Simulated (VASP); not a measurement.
Wanted: the native input for a VASP 6.6.1 run.

```yaml
Task: single point
Functional: PBE
Potentials_or_basis: VASP PAW PBE potentials, release 64 (Rb_sv)
Cutoff: 520 eV
k_mesh: 12 × 12 × 12
Occupations: gaussian, width 0.15 eV
Spin: no spin polarisation
Dipole_correction: no
Further_INCAR_settings: ALGO = Fast; EDIFF = 1e-06; NBANDS = 10
```

The structure of Rb lies in POSCAR:

```
Rb
1.0
   -2.8621200000      2.8060000000      2.8060000000
    2.8621200000     -2.8060000000      2.8060000000
    2.8621200000      2.8060000000     -2.8060000000
Rb
1
Direct
    0.0000000000      0.0000000000      0.0000000000
```

This cell differs from its parent crystal: strain +0.0200 x Voigt [1, 0, 0, 0, 0, 0].

The input as run:

INCAR

```
SYSTEM = Rb
ALGO = Fast ; EDIFF = 1E-6
ENCUT = 520 ; GGA = PE
ISIF = 2 ; ISMEAR = 0
LASPH = .True. ; LCHARG = .False.
LREAL = .False. ; LWAVE = .False.
NBANDS = 10 ; NELM = 60
PREC = Accurate ; SIGMA = 0.15
```

KPOINTS

```
k-points
0
Gamma
  12 12 12
  0 0 0
```

Potentials or basis: VASP PAW PBE potentials, release 64 (Rb_sv).

The run is started by

```console
$ cat potpaw_PBE.64/Rb_sv/POTCAR > POTCAR
$ mpirun -np 1 vasp_std > vasp.out
```

Results of the run:

The pressure is 0.0 GPa.

Caveat: the cell differs from its parent crystal (strain +0.0200 x Voigt [1, 0, 0, 0, 0, 0]).

It took 3.9 min on 1 thread of AMD EPYC 7R13 (shared host), peak memory 0.27 GiB.
